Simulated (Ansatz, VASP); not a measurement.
One calculation of SiNi3, two programs

File INCAR:

```
SYSTEM = SiNi3
ALGO = Normal
EDIFF = 1E-6
EDIFFG = -0.005
ENCUT = 600
GGA = PE
IBRION = 2
ISIF = 3
ISMEAR = 0
IVDW = 12
LASPH = .True.
LCHARG = .False.
LREAL = .False.
LWAVE = .False.
NELM = 60
NSW = 100
PREC = Accurate
SIGMA = 0.1
```

File KPOINTS:

```
k-points
0
Gamma
  12 12 12
  0 0 0
```

POSCAR

```
SiNi3
1.0
    3.4658704898      0.0000000000      0.0000000000
    0.0000000000      3.4658704898      0.0000000000
    0.0000000000      0.0000000000      3.4658704898
Si Ni
1 3
Direct
    0.0000000000      0.0000000000      0.0000000000
    0.0000000000      0.5000000000      0.5000000000
    0.5000000000      0.0000000000      0.5000000000
    0.5000000000      0.5000000000      0.0000000000
```

Input for Ansatz:

```yaml
crystal:
  lattice:
    - [3.4658704898, 0.0, 0.0]
    - [0.0, 3.4658704898, 0.0]
    - [0.0, 0.0, 3.4658704898]
  atoms:
    - { symbol: Si, position: [0.0, 0.0, 0.0] }
    - { symbol: Ni, position: [0.0, 0.5, 0.5] }
    - { symbol: Ni, position: [0.5, 0.0, 0.5] }
    - { symbol: Ni, position: [0.5, 0.5, 0.0] }
basis:
  ecutwfc: 420
kpoints:
  mp_grid: { grid: [12, 12, 12] }
hamiltonian:
  xc: pbe
  dispersion: d3bj
scf:
  occupations: { method: gaussian, width: 0.1 }
output:
  forces: true
  stress: true
  eigenvalues: true
relax:
  adjacent_minimum: "off"
  f_tol: 0.005
  max_steps: 80
  cell: { stress_tol: 0.05 }
```

Alike in both runs: task relaxation of cell and atoms; functional PBE; dispersion D3(BJ); k mesh 12 × 12 × 12; occupations gaussian, width 0.1 eV; no spin polarisation.

```csv
,VASP,Ansatz
version,VASP 6.6.1,Ansatz 0.2.0
potentials or method,"VASP PAW PBE potentials, release 64 (Si, Ni), cutoff 600 eV","scalar-relativistic, plane waves, PAW"
valence electrons in the cell,34,58
```

Ansatz gave:

- gap on the k mesh at the Fermi level, each at its own relaxed structure (eV): none
- relaxed volume (Å³/atom): 10.41
- relaxed length of the cell vector where the two differ most in proportion (Å): 3.466

**Question.** Which values does VASP return?

**Answer.** gap on the k mesh at the Fermi level, each at its own relaxed structure (eV): none; relaxed volume (Å³/atom): 10.40; relaxed length of the cell vector where the two differ most in proportion (Å): 3.465.

A gap of «none» marks a metal or a gap that the smearing closes. VASP's potentials hold 34 valence electrons a cell and Ansatz's 58, so a difference there can come from the potentials and not from the codes.
